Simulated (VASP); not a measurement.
Wanted: the native input for a VASP 6.6.1 run.

```
Task                   : single point
Functional             : PBE
Potentials or basis    : VASP PAW PBE potentials, release 64 (Al, Tl_d, C, Au_sv_GW, N)
Cutoff                 : 700 eV
k mesh                 : 4 × 4 × 4
Occupations            : gaussian, width 0.1 eV
Spin                   : no spin polarisation
Dipole correction      : no
Further INCAR settings : LREAL = Auto; ALGO = Normal; EDIFF = 1e-06; NBANDS = 65
```

The structure of AlTl2AuC6N6 lies in POSCAR:

```
AlTl2AuC6N6
1.0
   -4.1238544631      4.8846506511      4.8356065911
    4.1238544631     -4.8846506511      4.8356065911
    4.1238544631      4.8846506511     -4.8356065911
Al Tl C Au N
1 2 6 1 6
Direct
    0.9548962655      0.9548962655      0.0000000000
    0.9497910717      0.6673033197      0.2824877520
    0.3848155677      0.6673033197      0.7175122480
    0.6940111571      0.0091934957      0.6848176613
    0.7427201333      0.4541309884      0.7114108552
    0.1703174960      0.8853399754      0.7150224793
    0.3243758344      0.0091934957      0.3151823387
    0.1703174960      0.4552950167      0.2849775207
    0.7427201333      0.0313092781      0.2885891448
    0.6188452968      0.1188452968      0.5000000000
    0.7590295467      0.9627999544      0.7962295924
    0.8126207815      0.6404534149      0.8278326334
    0.0981473955      0.9270969861      0.8289495906
    0.1665703620      0.9627999544      0.2037704076
    0.0981473955      0.2691978049      0.1710504094
    0.8126207815      0.9847881481      0.1721673666
```

The input as run:

INCAR

```
SYSTEM = AlTl2AuC6N6
PREC = Accurate
ENCUT = 700
EDIFF = 1E-6
ISMEAR = 0
SIGMA = 0.1
LREAL = Auto
LASPH = .TRUE.
NELM = 120
ALGO = Normal
ISIF = 2
LWAVE = .FALSE.
LCHARG = .FALSE.
GGA = PE
NBANDS = 65
GGA_COMPAT = .FALSE.
```

KPOINTS

```
regular mesh
0
G
  4 4 4
  0 0 0
```

Potentials or basis: VASP PAW PBE potentials, release 64 (Al, Tl_d, C, Au_sv_GW, N).

Run with:

```sh
$ cat potpaw_PBE.64/Al/POTCAR potpaw_PBE.64/Tl_d/POTCAR potpaw_PBE.64/C/POTCAR potpaw_PBE.64/Au_sv_GW/POTCAR potpaw_PBE.64/N/POTCAR > POTCAR
$ mpirun -np 1 vasp_std > vasp.out
```

Results of the run:

```
Pressure               : 0.2 GPa
Largest force          : 0.377 eV/Å
Band gap on the k mesh : 2.96 eV (least direct gap 3.03 eV)
```

Caveat: spin-orbit coupling is left out, which moves the levels of the heavy elements.

Wall time 17 min on 1 thread of AMD EPYC 9R45 96-Core Processor (Zen 5) (shared host), peak memory 0.95 GiB.
